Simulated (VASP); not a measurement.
# Cu (P6_3/mmc) in VASP: a series of runs

Cu is run at these levels: PBEsol; tasks: single point, relaxation of cell and atoms.

Everything below comes from runs of VASP 6.6.1. Logs are shortened: lines on timing, memory, paths and dates and some standing lists are left out, and cuts for length are marked.

**1. The cell of the first run**

It takes space group P6_3/mmc (No. 194, hexagonal). Conventional cell: a = 2.519 Å, b = 2.519 Å, c = 4.124 Å, α = 90.00°, β = 90.00°, γ = 120.00°. Cu (site symmetry -6m2) has 12 Cu at 2.52 Å within 3.3 Å.

**2. Single point, PBEsol**

INCAR

```
SYSTEM = Cu
ALGO = Normal
EDIFF = 1E-6
ENCUT = 520
GGA = PS
ISIF = 2
ISMEAR = -1
LASPH = .True.
LCHARG = .False.
LREAL = .False.
LWAVE = .False.
NBANDS = 18
NELM = 80
PREC = Accurate
SIGMA = 0.1
```

KPOINTS

```
k-points
0
Gamma
  14 14 8
  0 0 0
```

POSCAR

```
Cu
1.0
    2.5185716007      0.0000000000      0.0000000000
   -1.2592858004      2.1811469875      0.0000000000
    0.0000000000      0.0000000000      4.1243903512
Cu
2
Direct
    0.3333333333      0.6666666667      0.2500000000
    0.6666666667      0.3333333333      0.7500000000
```

Potentials or basis: VASP PAW PBE potentials, release 64 (Cu).

On the command line:

```console
$ cat potpaw_PBE.64/Cu/POTCAR > POTCAR
$ mpirun -np 1 vasp_std > vasp.out
```

OUTCAR:

```text
SYSTEM = Cu
   EDIFF = 1E-6
   ENCUT = 520
   GGA = PS
   ISIF = 2
   ISMEAR = -1
   LASPH = .True.
   LREAL = .False.
   NELM = 80
   PREC = Accurate

 ion  position               nearest neighbor table
   1  0.333  0.667  0.250-   2 2.52   2 2.52   2 2.52   2 2.52   2 2.52   2 2.52
   2  0.667  0.333  0.750-   1 2.52   1 2.52   1 2.52   1 2.52   1 2.52   1 2.52

  LATTYP: Found a hexagonal cell.
 ALAT       =     2.5185716007
 C/A-ratio  =     1.6375910655

  Lattice vectors:

 A1 = (   2.5185716007,   0.0000000000,   0.0000000000)
 A2 = (  -1.2592858004,   2.1811469875,   0.0000000000)
 A3 = (   0.0000000000,   0.0000000000,   4.1243903512)

Analysis of symmetry for initial positions (statically):
=====================================================================
 Subroutine PRICEL returns:
 Original cell was already a primitive cell.

 Routine SETGRP: Setting up the symmetry group for a
 hexagonal supercell.

 Subroutine GETGRP returns: Found 24 space group operations
 (whereof 12 operations were pure point group operations)
 out of a pool of 24 trial point group operations.

The static configuration has the point symmetry D_3d.
 The point group associated with its full space group is D_6h.

Analysis of symmetry for dynamics (positions and initial velocities):
=====================================================================
 Subroutine PRICEL returns:
 Original cell was already a primitive cell.

 Routine SETGRP: Setting up the symmetry group for a
 hexagonal supercell.

 Subroutine GETGRP returns: Found 24 space group operations
 (whereof 12 operations were pure point group operations)
 out of a pool of 24 trial point group operations.

The dynamic configuration has the point symmetry D_3d.
 The point group associated with its full space group is D_6h.

 Subroutine INISYM returns: Found 24 space group operations
 (whereof 12 operations are pure point group operations),
 and found     1 'primitive' translations

----------------------------------------------------------------------------------------

                                     Primitive cell

  volume of cell :      22.6568

  direct lattice vectors                    reciprocal lattice vectors
     2.518571601  0.000000000  0.000000000     0.397050455  0.229237187  0.000000000
    -1.259285800  2.181146988  0.000000000     0.000000000  0.458474374  0.000000000
[... 76 lines left out ...]
   PREC   = accura    normal or accurate (medium, high low for compatibility)
   ISTART =      0    job   : 0-new  1-cont  2-samecut
   ICHARG =      2    charge: 1-file 2-atom 10-const
   ISPIN  =      1    spin polarized calculation?
   LNONCOLLINEAR =      F non collinear calculations
   LSORBIT =      F    spin-orbit coupling
   LASPH  =      T    aspherical Exc in radial PAW
   ENCUT  =  520.0 eV  38.22 Ry    6.18 a.u.   4.68  4.68  7.67*2*pi/ulx,y,z
   NELM   =     80;   NELMIN=  2; NELMDL= -5     # of ELM steps
   EDIFF  = 0.1E-05   stopping-criterion for ELM
   LREAL  =      F    real-space projection
   EDIFFG = 0.1E-04   stopping-criterion for IOM
   NSW    =      0    number of steps for IOM
   IBRION =     -1    ionic relax: 0-MD 1-quasi-New 2-CG
   NFREE  =      0    steps in history (QN), initial steepest desc. (CG)
   ISIF   =      2    stress and relaxation
   ISYM   =      2    0-nonsym 1-usesym 2-fastsym
   POTIM  = 0.5000    time-step for ionic-motion
   TEBEG  =    0.0;   TEEND  =   0.0 temperature during run
   PSTRESS=    0.0 pullay stress
   NELECT =      22.0000    total number of electrons
   NUPDOWN=      -1.0000    fix difference up-down
   EMIN   =  10.00;   EMAX   =-10.00  energy-range for DOS
   EFERMI =   0.00;   METHOD = LEGACY
   ISMEAR =    -1;   SIGMA  =   0.10  broadening in eV -4-tet -1-fermi 0-gaus
   EFERMI_NEDOS =   21; number of points for ismear=-14 and -15
   IALGO  =     38    algorithm
   IMIX   =      4    mixing-type and parameters
     AMIX     =   0.40;   BMIX     =  1.00
     AMIX_MAG =   1.60;   BMIX_MAG =  1.00
  volume/ion in A,a.u.               =      11.33        76.45
  Fermi-wavevector in a.u.,A,eV,Ry     =   1.621123  3.063479 35.756667  2.628041
  Thomas-Fermi vector in A             =   2.714951
   LORBIT       =      0    0 simple, 1 ext, 2 COOP (PROOUT), +10 PAW based schemes
   GGA     = PS    functional components
   LHFCALC =     F    Hartree Fock is set to
   AEXX    =    0.0000 exact exchange contribution
   IVDW    =     0    specifies the selected vdW correction
   LEPSILON=     F    determine dielectric tensor
   LRPA    =     F    only Hartree local field effects (RPA)
 non-spin polarized calculation
  energy-cutoff  :      520.00
  volume of cell :       22.66
 maximum number of plane-waves:       628
 NGX is ok and might be reduce to    20
   NGX =  9   NGY =  9   NGZ = 15

 number of electron      21.9999984 magnetization

 Free energy of the ion-electron system (eV)
  ---------------------------------------------------
  ext. energy  EPLUGINS =         0.00000000
  ---------------------------------------------------
  free energy    TOTEN  =        -8.60475001 eV

  energy without entropy =       -8.57817629  energy(sigma->0) =       -8.59146315

 E-fermi :   7.8490     XC(G=0): -13.1529

 val. band max:        7.8448857172   @ k =   0.5000   0.0000   0.1250
 cond. band min:       7.9135107859   @ k =   0.5000   0.0000   0.0000
 fundamental gap:      0.0686250686
 Fermi energy:         7.8490268021

 k-point     1 :       0.0000    0.0000    0.0000
  band No.  band energies     occupation
      1      -1.7859      2.00000
      2       2.5825      2.00000
      3       4.7504      2.00000
      4       4.8261      2.00000
      5       4.8261      2.00000
      6       5.0466      2.00000
[... 481 lines left out ...]
      5       4.5868      2.00000
      6       4.6604      2.00000
[... 10 lines left out ...]
     17      20.6900      0.00000
     18      21.8939      0.00000

 [... further k-points ...]
[... 5 lines left out ...]
  --------------------------------------------------------------------------------------
  -------------------------------------------------------------------------------------
  Total        0.1034522      0.1034522      0.1012336     -0.0000000      0.0000000     -0.0000000
  in kB        7.3156227      7.3156227      7.1587357     -0.0000000      0.0000000     -0.0000000
  external PRESSURE =       7.2633270 kB  Pullay stress =       0.0000000 kB

 VOLUME and BASIS-vectors are now :
 -----------------------------------------------------------------------------
  energy-cutoff  :      520.00
  volume of cell :       22.66
      direct lattice vectors                 reciprocal lattice vectors
     2.518571601  0.000000000  0.000000000     0.397050455  0.229237187  0.000000000
    -1.259285800  2.181146988  0.000000000     0.000000000  0.458474374  0.000000000
     0.000000000  0.000000000  4.124390351     0.000000000  0.000000000  0.242460076

 POSITION                                       TOTAL-FORCE (eV/Angst)
 -----------------------------------------------------------------------------------
     -0.00000      1.45410      1.03110        -0.000000     -0.000000     -0.000000
      1.25929      0.72705      3.09329         0.000000      0.000000      0.000000
 -----------------------------------------------------------------------------------
    total drift:                               -0.000000      0.000000     -0.000000

  FREE ENERGIE OF THE ION-ELECTRON SYSTEM (eV)
  ---------------------------------------------------
  free  energy   TOTEN  =        -8.6047500130 eV

  energy  without entropy=       -8.5781762935  energy(sigma->0) =       -8.59146315
```

OSZICAR:

```text
N       E                     dE             d eps       ncg     rms          rms(c)
DAV:   1     0.118770829717E+03    0.11877E+03   -0.10596E+04  4720   0.223E+03
DAV:   2    -0.486426952581E+01   -0.12364E+03   -0.11741E+03  4328   0.287E+02
DAV:   3    -0.107591593315E+02   -0.58949E+01   -0.56602E+01  4876   0.846E+01
DAV:   4    -0.108184113486E+02   -0.59252E-01   -0.59216E-01  5136   0.910E+00
DAV:   5    -0.108191793655E+02   -0.76802E-03   -0.76799E-03  5334   0.899E-01    0.120E+01
DAV:   6    -0.945061550707E+01    0.13686E+01   -0.13001E+01  4586   0.106E+02    0.591E+00
DAV:   7    -0.863318453047E+01    0.81743E+00   -0.25530E+00  4700   0.428E+01    0.793E-01
DAV:   8    -0.860928982621E+01    0.23895E-01   -0.20402E-02  5282   0.189E+00    0.497E-01
DAV:   9    -0.860471159760E+01    0.45782E-02   -0.60371E-03  5030   0.227E+00    0.259E-02
DAV:  10    -0.860474733722E+01   -0.35740E-04   -0.22773E-04  6450   0.213E-01    0.498E-03
DAV:  11    -0.860475029688E+01   -0.29597E-05   -0.12057E-06  3748   0.296E-02    0.358E-03
DAV:  12    -0.860475001295E+01    0.28393E-06   -0.82274E-07  2822   0.225E-02
   1 F= -.86047500E+01 E0= -.85914632E+01  d E =-.265737E-01
```

Wall time 56 s (1 thread of Intel Xeon 8259CL, shared host); peak memory 0.16 GiB.

Results:

- Free energy: -8.6048 eV
- Pressure: 0.7 GPa
- Band gap on the k mesh: zero (band 11 reaches 11.61 eV, above the bottom of band 12 at 5.91 eV)

Levels at points of the mesh, in eV from the Fermi level:
| k point | band 8 | band 9 | band 10 | band 11 | band 12 | band 13 | band 14 | band 15 |
| --- | --- | --- | --- | --- | --- | --- | --- | --- |
| (0.00, 0.00, 0.00) | -2.49 | -2.49 | -1.70 | -1.70 | -1.11 | 3.99 | 21.79 | 22.47 |
| (0.50, 0.00, 0.00) | -1.59 | -1.55 | -1.49 | 0.06 | 1.71 | 7.98 | 8.39 | 10.97 |
| (0.00, 0.00, 0.50) | -3.06 | -1.93 | -1.93 | -1.93 | -1.93 | 12.77 | 12.77 | 22.50 |
| (0.50, 0.00, 0.50) | -1.89 | -1.53 | -1.53 | 0.50 | 0.50 | 5.13 | 5.13 | 16.60 |

Caveat: the PAW data sets were made with another functional, which shifts forces and pressure a little.

**3. Single point, PBEsol (volume scaled by 0.88)**

INCAR

```
PREC = Accurate
ENCUT = 520
EDIFF = 1E-6
ISMEAR = -1
SIGMA = 0.1
LREAL = F
LASPH = T
NELM = 100
ALGO = Normal
ISIF = 2
LWAVE = F
LCHARG = F
GGA = PS
NBANDS = 18
```

KPOINTS

```
Automatic mesh
0
Gamma
  16 16 9
```

POSCAR

```
Cu
1.0
    2.4135067958      0.0000000000      0.0000000000
   -1.2067533979      2.0901581974      0.0000000000
    0.0000000000      0.0000000000      3.9523371654
Cu
2
Direct
    0.3333333333      0.6666666667      0.2500000000
    0.6666666667      0.3333333333      0.7500000000
```

Potentials or basis: VASP PAW PBE potentials, release 64 (Cu).

On the command line:

```console
$ cat potpaw_PBE.64/Cu/POTCAR > POTCAR
$ mpirun -np 1 vasp_std > vasp.out
```

OUTCAR:

```text
PREC = Accurate
   ENCUT = 520
   EDIFF = 1E-6
   ISMEAR = -1
   LREAL = F
   LASPH = T
   NELM = 100
   ISIF = 2
   GGA = PS

 ion  position               nearest neighbor table
   1  0.333  0.667  0.250-   2 2.42   2 2.42   2 2.42   2 2.42   2 2.42   2 2.42
   2  0.667  0.333  0.750-   1 2.42   1 2.42   1 2.42   1 2.42   1 2.42   1 2.42

  LATTYP: Found a hexagonal cell.
 ALAT       =     2.4135067958
 C/A-ratio  =     1.6375910655

  Lattice vectors:

 A1 = (   2.4135067958,   0.0000000000,   0.0000000000)
 A2 = (  -1.2067533979,   2.0901581974,   0.0000000000)
 A3 = (   0.0000000000,   0.0000000000,   3.9523371654)

Analysis of symmetry for initial positions (statically):
=====================================================================
 Subroutine PRICEL returns:
 Original cell was already a primitive cell.

 Routine SETGRP: Setting up the symmetry group for a
 hexagonal supercell.

 Subroutine GETGRP returns: Found 24 space group operations
 (whereof 12 operations were pure point group operations)
 out of a pool of 24 trial point group operations.

The static configuration has the point symmetry D_3d.
[... 161 lines left out ...]
  energy without entropy =       -8.35538819  energy(sigma->0) =       -8.36549197

 E-fermi :   9.6726     XC(G=0): -13.9295

 val. band max:        9.6437593507   @ k =   0.2500   0.2500   0.2222
 cond. band min:       9.6846209300   @ k =   0.5000  -0.0000   0.0000
 fundamental gap:      0.0408615793
 Fermi energy:         9.6726399679

 k-point     1 :       0.0000    0.0000    0.0000
  band No.  band energies     occupation
      1      -1.0713      2.00000
      2       3.5312      2.00000
      3       6.0628      2.00000
      4       6.1506      2.00000
      5       6.1506      2.00000
      6       6.4228      2.00000
[... 481 lines left out ...]
      5       5.8970      2.00000
      6       6.3077      2.00000
[... 10 lines left out ...]
     17      27.6699      0.00000
     18      28.1437      0.00000

 [... further k-points ...]

------------------------ aborting loop because EDIFF is reached ----------------------------------------

  FORCE on cell =-STRESS in cart. coord.  units (eV):
  Direction    XX          YY          ZZ          XY          YZ          ZX
  --------------------------------------------------------------------------------------
  -------------------------------------------------------------------------------------
  Total        3.7415846      3.7415846      3.7062412      0.0000000      0.0000000      0.0000000
  in kB      300.6661093    300.6661093    297.8259908      0.0000000      0.0000000      0.0000000
  external PRESSURE =     299.7194031 kB  Pullay stress =       0.0000000 kB

 VOLUME and BASIS-vectors are now :
 -----------------------------------------------------------------------------
  energy-cutoff  :      520.00
  volume of cell :       19.94
      direct lattice vectors                 reciprocal lattice vectors
     2.413506796  0.000000000  0.000000000     0.414334860  0.239216343  0.000000000
    -1.206753398  2.090158197  0.000000000     0.000000000  0.478432686  0.000000000
     0.000000000  0.000000000  3.952337165     0.000000000  0.000000000  0.253014851

 POSITION                                       TOTAL-FORCE (eV/Angst)
 -----------------------------------------------------------------------------------
     -0.00000      1.39344      0.98808         0.000000     -0.000000      0.000000
      1.20675      0.69672      2.96425        -0.000000      0.000000      0.000000
 -----------------------------------------------------------------------------------
    total drift:                               -0.000000      0.000000     -0.000000

  FREE ENERGIE OF THE ION-ELECTRON SYSTEM (eV)
  ---------------------------------------------------
  free  energy   TOTEN  =        -8.3755957390 eV

  energy  without entropy=       -8.3553881926  energy(sigma->0) =       -8.36549197
```

OSZICAR:

```text
N       E                     dE             d eps       ncg     rms          rms(c)
DAV:   1     0.117325407215E+03    0.11733E+03   -0.10467E+04  5992   0.230E+03
DAV:   2    -0.440644678307E+01   -0.12173E+03   -0.11543E+03  5410   0.294E+02
DAV:   3    -0.105736152862E+02   -0.61672E+01   -0.60196E+01  5984   0.880E+01
DAV:   4    -0.106356289460E+02   -0.62014E-01   -0.61969E-01  6326   0.951E+00
DAV:   5    -0.106364118555E+02   -0.78291E-03   -0.78288E-03  6442   0.947E-01    0.120E+01
DAV:   6    -0.897540449631E+01    0.16610E+01   -0.10868E+01  5724   0.101E+02    0.454E+00
DAV:   7    -0.841543699974E+01    0.55997E+00   -0.18178E+00  5942   0.376E+01    0.102E+00
DAV:   8    -0.837876158708E+01    0.36675E-01   -0.11467E-02  7898   0.130E+00    0.388E-01
DAV:   9    -0.837555710972E+01    0.32045E-02   -0.24853E-03  7404   0.156E+00    0.167E-02
DAV:  10    -0.837559360626E+01   -0.36497E-04   -0.14772E-04  6004   0.139E-01    0.457E-03
DAV:  11    -0.837559612889E+01   -0.25226E-05   -0.17544E-06  5324   0.227E-02    0.358E-03
DAV:  12    -0.837559573896E+01    0.38994E-06   -0.97948E-07  3454   0.223E-02
   1 F= -.83755957E+01 E0= -.83654920E+01  d E =-.202075E-01
```

stdout:

```text
POSCAR found type information on POSCAR Cu
 POSCAR found :  1 types and       2 ions
 scaLAPACK will be used
 -----------------------------------------------------------------------------
|                                                                             |
|                                                                             |
|     You enforced a specific xc type in the INCAR file but a different       |
|     I HOPE YOU KNOW WHAT YOU ARE DOING!                                     |
|                                                                             |
 -----------------------------------------------------------------------------

 LDA part: xc-table for (Slater+PW92), standard interpolation
 POSCAR, INCAR and KPOINTS ok, starting setup
 FFT: planning ... GRIDC
 FFT: planning ... GRID_SOFT
 FFT: planning ... GRID
 WAVECAR not read
 entering main loop
```

Run time: 81 s. Hardware: 1 thread of Intel Xeon 8259CL, shared host; peak memory 0.16 GiB.

Results:

| Quantity | Value |
| --- | --- |
| Free energy | -8.3756 eV |
| Pressure | 30.0 GPa |
| Band gap on the k mesh | zero (band 11 reaches 13.44 eV, above the bottom of band 12 at 7.55 eV) |

Stress tensor (GPa, compression positive):
```
30.07  0.00  0.00
 0.00 30.07  0.00
 0.00  0.00 29.78
```

Caveat: the PAW data sets were made with another functional, which shifts forces and pressure a little.

**4. Single point, PBEsol (volume scaled by 0.92)**

INCAR

```
SYSTEM = Cu
ALGO = Normal ; EDIFF = 1E-6
ENCUT = 520 ; GGA = PS
ISIF = 2 ; ISMEAR = -1
LASPH = .True. ; LCHARG = .True.
LELF = .True. ; LREAL = .False.
LVHAR = .True. ; LWAVE = .False.
NBANDS = 18 ; NELM = 80
PREC = Accurate ; SIGMA = 0.1
```

KPOINTS

```
k-points
0
Gamma
  16 16 9
  0 0 0
```

POSCAR

```
Cu
1.0
    2.4495345969      0.0000000000      0.0000000000
   -1.2247672984      2.1213591884      0.0000000000
    0.0000000000      0.0000000000      4.0113359705
Cu
2
Direct
    0.3333333333      0.6666666667      0.2500000000
    0.6666666667      0.3333333333      0.7500000000
```

On the command line:

```console
$ cat potpaw_PBE.64/Cu/POTCAR > POTCAR
$ mpirun -np 1 vasp_std > vasp.out
```

Run time: 82 s. Hardware: 1 thread of Intel Xeon 8259CL, shared host; peak memory 0.16 GiB.

It converged, with:

* Free energy: -8.5104 eV
* Pressure: 17.8 GPa
* Band gap on the k mesh: zero (band 11 reaches 12.67 eV, above the bottom of band 12 at 6.98 eV)

Stress tensor (GPa, compression positive):
```
17.90  0.00  0.00
 0.00 17.90  0.00
 0.00  0.00 17.61
```

Levels at points of the mesh, in eV from the Fermi level:
```tsv
k point	band 7	band 8	band 9	band 10	band 11	band 12	band 13	band 14	band 15	band 16
(0.00, 0.00, 0.00)	-3.10	-2.74	-2.74	-1.84	-1.84	-1.42	4.40	22.41	23.76	23.76
(0.50, 0.00, 0.00)	-3.07	-1.72	-1.68	-1.61	0.02	1.85	8.34	8.87	11.47	12.26
```

Caveat: the PAW data sets were made with another functional, which shifts forces and pressure a little.

[end of part 1 of 2]
